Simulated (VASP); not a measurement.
**Al6SiN8 (a cell with a defect): single point with LDA**

The system is Al6SiN8 (a cell with a defect).

```
Al Si N
1.0
    -3.12859   -5.41887    0.00000
     4.69288   -2.70944    0.00000
     0.00000    0.00000    5.01696
Al Si N
6 1 8
Direct
  0.53894 0.67723 0.50070
  0.22707 0.84307 0.00536
  0.01575 0.63812 0.49250
  0.90918 0.37688 0.01060
  0.77272 0.12176 0.47822
  0.75332 0.83836 0.99013
  0.33471 0.37255 0.25625
  0.48891 0.80752 0.83606
  0.57682 0.34384 0.37003
  0.15359 0.17402 0.12253
  0.27510 0.67510 0.32060
  0.99283 0.66382 0.85704
  0.02060 0.27810 0.34966
  0.78278 0.13445 0.83593
  0.78365 0.80652 0.35174
```

```json
{
  "Program": "VASP 6.6.1",
  "Task": "single point",
  "Functional": "LDA",
  "Potentials or basis": "VASP PAW LDA potentials, release 64 (Al, Si, N)",
  "Cutoff": "520 eV",
  "k mesh": "2 × 2 × 2",
  "Occupations": "gaussian, width 0.05 eV",
  "Spin": "no spin polarisation"
}
```

- Largest force: 0.234 eV/Å

Forces on the atoms (eV/Å):
```
Al   0.006  0.024 -0.004
Al   0.018 -0.015 -0.034
Al   0.015  0.024 -0.005
Al  -0.037 -0.054  0.006
Al  -0.005 -0.025  0.003
Al  -0.024 -0.001  0.013
Si  -0.036  0.074  0.030
N   -0.023  0.031  0.001
N    0.035  0.064  0.047
N   -0.129 -0.095 -0.171
N    0.044 -0.021  0.005
N    0.020 -0.031 -0.010
N    0.111  0.023  0.118
N    0.013 -0.017  0.010
N   -0.007  0.018 -0.010
```

Levels at points of the mesh, in eV from the Fermi level:
```csv
k point,band 26,band 27,band 28,band 29,band 30,band 31,band 32,band 33,band 34,band 35
"(0.00, 0.00, 0.00)",-0.99,-0.78,-0.66,-0.40,-0.28,0.16,3.24,4.59,4.90,5.40
"(0.50, 0.00, 0.00)",-1.16,-1.02,-0.91,-0.44,-0.21,0.27,3.72,4.57,5.03,5.76
"(0.00, 0.50, 0.00)",-1.19,-1.04,-0.67,-0.65,-0.23,0.37,4.25,4.42,4.78,5.64
"(0.50, 0.50, 0.00)",-1.27,-0.94,-0.81,-0.71,-0.43,0.34,4.06,4.90,5.15,5.69
"(0.00, 0.00, 0.50)",-1.09,-0.91,-0.67,-0.41,-0.17,0.21,4.13,4.52,4.97,5.42
"(0.50, 0.00, 0.50)",-1.23,-1.08,-0.62,-0.29,-0.18,0.28,4.18,4.98,5.14,5.45
"(0.00, 0.50, 0.50)",-1.26,-1.03,-0.78,-0.52,-0.20,0.20,3.84,4.57,5.01,5.41
"(0.50, 0.50, 0.50)",-1.35,-0.96,-0.89,-0.38,-0.17,0.21,4.07,4.90,5.06,5.28
```

Wall time 2.5 min on 1 thread of Intel(R) Xeon(R) Platinum 8259CL CPU @ 2.50GHz (Skylake/Cascade Lake) (shared host), peak memory 0.23 GiB.

Caveat: the k points lie up to 0.63 Å⁻¹ apart; the cell carries a net charge on a neutralising background, which shifts energy and pressure; the cell is charged against a uniform background, so pressure and absolute levels hang on convention.
